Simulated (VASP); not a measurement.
# AlN (P2_1) in VASP: further runs

AlN is run at these levels: LDA; tasks: single point.

Program: VASP 6.6.1. These are calculated values, not measurements. Logs are shortened: lines on timing, memory, paths and dates and some standing lists are left out, and cuts for length are marked.

## 1. The cell of the first run

It takes space group P2_1 (No. 4, monoclinic). The conventional cell has a = 3.114 Å, b = 4.985 Å, c = 3.114 Å, α = 90.00°, β = 120.00°, γ = 90.00°. Al (site symmetry 1) has 4 N at 1.89 to 1.90 Å within 2.5 Å. Within 2.5 Å of N (site symmetry 1) lie 4 Al at 1.89 to 1.90 Å.

## 2. Single point, LDA

File INCAR:

```
SYSTEM = AlN
  PREC = Accurate
  ENCUT = 520
  EDIFF = 1E-6
  ISMEAR = 0
  SIGMA = 0.05
  LREAL = .False.
  LASPH = .True.
  NELM = 80
  ALGO = Normal
  ISIF = 2
  LWAVE = .False.
  LCHARG = .False.
  GGA = CA
  NBANDS = 16
```

File KPOINTS:

```
regular mesh
0
Gamma
  9 9 6
  0 0 0
```

File POSCAR:

```
AlN
1.0
    3.1142507998      0.0000000000      0.0000000000
   -1.5571253999      2.6970203064      0.0000000000
    0.0000000000      0.0000000000      4.9846160402
Al N
2 2
Direct
    0.3240411434      0.6666666667      0.0015210182
    0.6759588566      0.3333333333      0.5015210182
    0.3416263521      0.6666666667      0.3834789818
    0.6583736479      0.3333333333      0.8834789818
```

Potentials or basis: VASP PAW LDA potentials, release 64 (Al, N).

Command:

```bash
$ cat potpaw_LDA.64/Al/POTCAR potpaw_LDA.64/N/POTCAR > POTCAR
$ mpirun -np 1 vasp_std > vasp.out
```

OUTCAR:

```text
SYSTEM = AlN
   PREC = Accurate
   ENCUT = 520
   EDIFF = 1E-6
   ISMEAR = 0
   LREAL = .False.
   LASPH = .True.
   NELM = 80
   ISIF = 2
   GGA = CA

 ion  position               nearest neighbor table
   1  0.324  0.667  0.002-   4 1.89   4 1.89   4 1.89   3 1.90   2 3.04   2 3.04   2 3.07   2 3.07
                             2 3.10   2 3.10
   2  0.676  0.333  0.502-   3 1.89   3 1.89   3 1.89   4 1.90   1 3.04   1 3.04   1 3.07   1 3.07
                             1 3.10   1 3.10
   3  0.342  0.667  0.383-   2 1.89   2 1.89   2 1.89   1 1.90
   4  0.658  0.333  0.883-   1 1.89   1 1.89   1 1.89   2 1.90

  LATTYP: Found a hexagonal cell.
 ALAT       =     3.1142507998
 C/A-ratio  =     1.6005827278

  Lattice vectors:

 A1 = (   3.1142507998,   0.0000000000,   0.0000000000)
 A2 = (  -1.5571253999,   2.6970203064,   0.0000000000)
 A3 = (   0.0000000000,   0.0000000000,   4.9846160402)

Analysis of symmetry for initial positions (statically):
=====================================================================
 Subroutine PRICEL returns:
 Original cell was already a primitive cell.

 Routine SETGRP: Setting up the symmetry group for a
 hexagonal supercell.

 Subroutine GETGRP returns: Found  2 space group operations
 (whereof  1 operations were pure point group operations)
 out of a pool of 24 trial point group operations.

The static configuration has the point symmetry C_1 .
 The point group associated with its full space group is C_2 .

Analysis of symmetry for dynamics (positions and initial velocities):
=====================================================================
 Subroutine PRICEL returns:
 Original cell was already a primitive cell.

 Routine SETGRP: Setting up the symmetry group for a
 hexagonal supercell.

 Subroutine GETGRP returns: Found  2 space group operations
 (whereof  1 operations were pure point group operations)
 out of a pool of 24 trial point group operations.

The dynamic configuration has the point symmetry C_1 .
 The point group associated with its full space group is C_2 .

 Subroutine INISYM returns: Found  2 space group operations
 (whereof  1 operations are pure point group operations),
 and found     1 'primitive' translations

----------------------------------------------------------------------------------------

                                     Primitive cell

  volume of cell :      41.8668

  direct lattice vectors                    reciprocal lattice vectors
     3.114250800  0.000000000  0.000000000     0.321104517  0.185389780  0.000000000
    -1.557125400  2.697020306  0.000000000     0.000000000  0.370779559  0.000000000
     0.000000000  0.000000000  4.984616040     0.000000000  0.000000000  0.200617258

  length of vectors
     3.114250800  3.114250800  4.984616040     0.370779559  0.370779559  0.200617258

  position of ions in fractional coordinates (direct lattice)
     0.324041143  0.666666667  0.001521018
     0.675958857  0.333333333  0.501521018
     0.341626352  0.666666667  0.383478982
     0.658373648  0.333333333  0.883478982

  ion indices of the primitive-cell ions
   primitive index   ion index
                 1           1
                 2           2
                 3           3
                 4           4

----------------------------------------------------------------------------------------

 KPOINTS: regular mesh

Automatic generation of k-mesh.
 Grid dimensions read from file:
 generate k-points for:    9    9    6

 Generating k-lattice:

  Cartesian coordinates                     Fractional coordinates (reciprocal lattice)
     0.035678280  0.020598864  0.000000000     0.111111111  0.000000000  0.000000000
     0.000000000  0.041197729  0.000000000     0.000000000  0.111111111  0.000000000
     0.000000000  0.000000000  0.033436210     0.000000000  0.000000000  0.166666667

  Length of vectors
     0.041197729  0.041197729  0.033436210

  Shift w.r.t. Gamma in fractional coordinates (k-lattice)
     0.000000000  0.000000000  0.000000000

 Subroutine IBZKPT returns following result:
 ===========================================

 Found    164 irreducible k-points:

 Following reciprocal coordinates:
            Coordinates               Weight
  0.000000  0.000000  0.000000      1.000000
  0.111111  0.000000  0.000000      2.000000
  0.000000  0.111111  0.000000      2.000000
 -0.111111  0.111111  0.000000      2.000000
  0.222222  0.000000  0.000000      2.000000
  0.000000  0.222222  0.000000      2.000000
[... 16 lines left out ...]
  0.333333  0.111111  0.000000      2.000000
 -0.111111  0.444444  0.000000      2.000000
 [... further k-points ...]
   k-points           NKPTS =    164   k-points in BZ     NKDIM =    164   number of bands    NBANDS=     16
   number of dos      NEDOS =    301   number of ions     NIONS =      4
   total plane-waves  NPLWV =  23040
   dimension x,y,z NGX =    24 NGY =   24 NGZ =   40
   dimension x,y,z NGXF=    48 NGYF=   48 NGZF=   80
   ions per type =               2   2
   NGX,Y,Z   is equivalent  to a cutoff of  12.81, 12.81, 13.34 a.u.
   NGXF,Y,Z  is equivalent  to a cutoff of  25.62, 25.62, 26.68 a.u.
 SYSTEM =  AlN
   PREC   = accura    normal or accurate (medium, high low for compatibility)
   ISTART =      0    job   : 0-new  1-cont  2-samecut
   ICHARG =      2    charge: 1-file 2-atom 10-const
   ISPIN  =      1    spin polarized calculation?
   LNONCOLLINEAR =      F non collinear calculations
   LSORBIT =      F    spin-orbit coupling
   LASPH  =      T    aspherical Exc in radial PAW
   ENCUT  =  520.0 eV  38.22 Ry    6.18 a.u.   5.79  5.79  9.27*2*pi/ulx,y,z
   NELM   =     80;   NELMIN=  2; NELMDL= -5     # of ELM steps
   EDIFF  = 0.1E-05   stopping-criterion for ELM
   LREAL  =      F    real-space projection
   EDIFFG = 0.1E-04   stopping-criterion for IOM
   NSW    =      0    number of steps for IOM
   IBRION =     -1    ionic relax: 0-MD 1-quasi-New 2-CG
   NFREE  =      0    steps in history (QN), initial steepest desc. (CG)
   ISIF   =      2    stress and relaxation
   ISYM   =      2    0-nonsym 1-usesym 2-fastsym
   POTIM  = 0.5000    time-step for ionic-motion
   TEBEG  =    0.0;   TEEND  =   0.0 temperature during run
   PSTRESS=    0.0 pullay stress
   NELECT =      16.0000    total number of electrons
   NUPDOWN=      -1.0000    fix difference up-down
   EMIN   =  10.00;   EMAX   =-10.00  energy-range for DOS
   EFERMI =   0.00;   METHOD = LEGACY
   ISMEAR =     0;   SIGMA  =   0.05  broadening in eV -4-tet -1-fermi 0-gaus
   EFERMI_NEDOS =   21; number of points for ismear=-14 and -15
   IALGO  =     38    algorithm
   IMIX   =      4    mixing-type and parameters
     AMIX     =   0.40;   BMIX     =  1.00
     AMIX_MAG =   1.60;   BMIX_MAG =  1.00
  volume/ion in A,a.u.               =      10.47        70.63
  Fermi-wavevector in a.u.,A,eV,Ry     =   1.188023  2.245039 19.203257  1.411400
  Thomas-Fermi vector in A             =   2.324162
   LORBIT       =      0    0 simple, 1 ext, 2 COOP (PROOUT), +10 PAW based schemes
   GGA     = CA    functional components
   LHFCALC =     F    Hartree Fock is set to
   AEXX    =    0.0000 exact exchange contribution
   IVDW    =     0    specifies the selected vdW correction
   LEPSILON=     F    determine dielectric tensor
   LRPA    =     F    only Hartree local field effects (RPA)
 non-spin polarized calculation
 Gauss-broadening in eV      SIGMA  =   0.05
  energy-cutoff  :      520.00
  volume of cell :       41.87
 maximum number of plane-waves:      1152
   NGX = 11   NGY = 11   NGZ = 19

 number of electron      15.9999999 magnetization

 Free energy of the ion-electron system (eV)
  ---------------------------------------------------
  ext. energy  EPLUGINS =         0.00000000
  ---------------------------------------------------
  free energy    TOTEN  =       -32.82241532 eV

  energy without entropy =      -32.82241532  energy(sigma->0) =      -32.82241532

 E-fermi :   6.1303     XC(G=0): -11.2355

 val. band max:        5.8790809588   @ k =   0.0000   0.0000   0.0000
 cond. band min:      10.0726122739   @ k =   0.0000   0.0000   0.0000
 fundamental gap:      4.1935313152
 Fermi energy:         6.1303202058

 k-point     1 :       0.0000    0.0000    0.0000
  band No.  band energies     occupation
      1      -9.1470      2.00000
      2      -6.9319      2.00000
      3      -0.1664      2.00000
      4       4.9843      2.00000
      5       5.0095      2.00000
      6       5.6077      2.00000
[... 8 lines left out ...]
     15      18.7403      0.00000
     16      18.8945      0.00000

 k-point     2 :       0.1111    0.0000    0.0000
  band No.  band energies     occupation
      1      -8.9877      2.00000
      2      -6.8405      2.00000
      3       0.0202      2.00000
      4       4.2827      2.00000
      5       4.7929      2.00000
      6       4.9574      2.00000
[... 8 lines left out ...]
     15      18.5624      0.00000
     16      18.8552      0.00000

 k-point     3 :       0.0000    0.1111    0.0000
  band No.  band energies     occupation
      1      -8.9875      2.00000
      2      -6.8412      2.00000
      3       0.0207      2.00000
      4       4.2874      2.00000
      5       4.7966      2.00000
      6       4.9782      2.00000
[... 8 lines left out ...]
     15      18.6169      0.00000
     16      18.8100      0.00000

 k-point     4 :      -0.1111    0.1111    0.0000
  band No.  band energies     occupation
      1      -8.9872      2.00000
      2      -6.8419      2.00000
      3       0.0213      2.00000
      4       4.2890      2.00000
      5       4.8015      2.00000
      6       5.0008      2.00000
[... 8 lines left out ...]
     15      18.7021      0.00000
     16      18.7698      0.00000

 k-point     5 :       0.2222    0.0000    0.0000
  band No.  band energies     occupation
      1      -8.5347      2.00000
      2      -6.6097      2.00000
      3       0.5612      2.00000
      4       2.7515      2.00000
      5       3.7268      2.00000
      6       4.3895      2.00000
[... 8 lines left out ...]
     15      17.9774      0.00000
     16      18.5325      0.00000

 k-point     6 :       0.0000    0.2222    0.0000
  band No.  band energies     occupation
      1      -8.5334      2.00000
      2      -6.6134      2.00000
      3       0.5643      2.00000
      4       2.7793      2.00000
      5       3.7226      2.00000
      6       4.3885      2.00000
[... 8 lines left out ...]
     15      17.9355      0.00000
     16      18.6117      0.00000
[... 267 lines left out ...]
 k-point    21 :       0.1111    0.2222    0.0000
  band No.  band energies     occupation
      1      -8.1210      2.00000
      2      -6.4477      2.00000
      3       1.0748      2.00000
      4       2.0780      2.00000
      5       2.7063      2.00000
      6       4.1045      2.00000
[... 8 lines left out ...]
     15      18.2925      0.00000
     16      19.7054      0.00000

 k-point    22 :       0.3333   -0.1111    0.0000
  band No.  band energies     occupation
      1      -8.1209      2.00000
      2      -6.4477      2.00000
      3       1.0744      2.00000
      4       2.0426      2.00000
      5       2.7631      2.00000
      6       4.0819      2.00000
[... 8 lines left out ...]
     15      18.1438      0.00000
     16      19.6114      0.00000

 k-point    23 :       0.3333    0.1111    0.0000
  band No.  band energies     occupation
      1      -7.4576      2.00000
      2      -6.3159      2.00000
      3       0.8734      2.00000
      4       1.9528      2.00000
      5       2.0851      2.00000
      6       3.5126      2.00000
[... 8 lines left out ...]
     15      18.0238      0.00000
     16      20.4468      0.00000

 k-point    24 :      -0.1111    0.4444    0.0000
  band No.  band energies     occupation
      1      -7.4453      2.00000
      2      -6.3386      2.00000
      3       0.9335      2.00000
      4       1.9682      2.00000
      5       2.0886      2.00000
      6       3.4825      2.00000
[... 8 lines left out ...]
     15      18.0204      0.00000
     16      20.3708      0.00000

 [... further k-points ...]
[... 5 lines left out ...]
  --------------------------------------------------------------------------------------
  -------------------------------------------------------------------------------------
  Total       -1.2109078     -1.1891100     -1.1098383     -0.0288207      0.0000000      0.0000000
  in kB      -46.3395866    -45.5054160    -42.4718103     -1.1029222      0.0000000      0.0000000
  external PRESSURE =     -44.7722710 kB  Pullay stress =       0.0000000 kB

 VOLUME and BASIS-vectors are now :
 -----------------------------------------------------------------------------
  energy-cutoff  :      520.00
  volume of cell :       41.87
      direct lattice vectors                 reciprocal lattice vectors
     3.114250800  0.000000000  0.000000000     0.321104517  0.185389780  0.000000000
    -1.557125400  2.697020306  0.000000000     0.000000000  0.370779559  0.000000000
     0.000000000  0.000000000  4.984616040     0.000000000  0.000000000  0.200617258

 POSITION                                       TOTAL-FORCE (eV/Angst)
 -----------------------------------------------------------------------------------
     -0.02894      1.79801      0.00758         0.162624      0.003822      0.015055
      1.58606      0.89901      2.49989        -0.162624     -0.003822      0.015055
      0.02583      1.79801      1.91150        -0.079418      0.001533     -0.015055
      1.53130      0.89901      4.40380         0.079418     -0.001533     -0.015055
 -----------------------------------------------------------------------------------
    total drift:                                0.000000      0.000000      0.000595

  FREE ENERGIE OF THE ION-ELECTRON SYSTEM (eV)
  ---------------------------------------------------
  free  energy   TOTEN  =       -32.8224153188 eV

  energy  without entropy=      -32.8224153188  energy(sigma->0) =      -32.82241532
```

It took 26 s on 1 thread of Intel Xeon 6975P-C (Granite Rapids), shared host; peak memory 0.2 GiB.

Results:

```yaml
Free_energy: -32.8224 eV
Pressure: -4.5 GPa
Largest_force: 0.163 eV/Å
Band_gap_on_the_k_mesh: 4.19 eV, direct
```

Forces on the atoms (eV/Å):
```
Al   0.163  0.004  0.015
Al  -0.163 -0.004  0.015
N   -0.079  0.002 -0.015
N    0.079 -0.002 -0.015
```

Levels at points of the mesh, in eV from the valence-band top:
```tsv
k point	band 4	band 5	band 6	band 7	band 8	band 9	band 10	band 11	band 12	band 13
(0.00, 0.00, 0.00)	-0.89	-0.87	-0.27	-0.18	0.00	4.19	6.51	10.44	10.80	11.03
(0.00, 0.00, 0.50)	-3.34	-0.58	-0.58	-0.55	-0.55	6.38	6.38	10.11	10.11	11.23
```

A k mesh can miss the band edges. LDA gaps usually lie below the measured ones, often by a third to a half.

(Continued in part 2 of 2.)
